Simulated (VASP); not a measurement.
A run of VASP 6.6.1 is set up as follows.

File INCAR:

```
SYSTEM = B
  ALGO = Normal
  EDIFF = 1E-6
  EDIFFG = -0.005
  ENCUT = 600
  GGA = PS
  IBRION = 2
  ISIF = 3
  ISMEAR = -1
  LASPH = .True.
  LCHARG = .False.
  LREAL = .False.
  LWAVE = .False.
  NELM = 100
  NSW = 32
  PREC = Accurate
  PSTRESS = 1900.0
  SIGMA = 0.1
```

File KPOINTS:

```
k-points
0
Gamma
  26 26 26
  0 0 0
```

POSCAR

```
B
1.0
   -1.0104437870      1.0104437870      1.0104437870
    1.0104437870     -1.0104437870      1.0104437870
    1.0104437870      1.0104437870     -1.0104437870
B
1
Direct
    0.0000000000      0.0000000000      0.0000000000
```

Potentials or basis: VASP PAW PBE potentials, release 64 (B).

Launch:

```console
$ cat potpaw_PBE.64/B/POTCAR > POTCAR
$ mpirun -np 1 vasp_std > vasp.out
```

Problem. What does it give for the relaxed volume?

Solution. 4.13 Å³/atom.

Problem. Estimate the space group after relaxing (to 0.05 Å).

Solution. Im-3m (No. 229).

Problem. What does it give for the relaxed cell?

Solution. a = 1.751 Å, b = 1.751 Å, c = 1.751 Å, α = 109.47°, β = 109.47°, γ = 109.47°.

Final structure:
```
B
1.0
    -1.01082    1.01082    1.01082
     1.01082   -1.01082    1.01082
     1.01082    1.01082   -1.01082
B
1
Direct
  0.00000 0.00000 0.00000
```

Caveat: the cell is relaxed towards a set pressure, so the enthalpy falls and the energy may rise; the PAW data sets were made with another functional, which shifts forces and pressure a little.
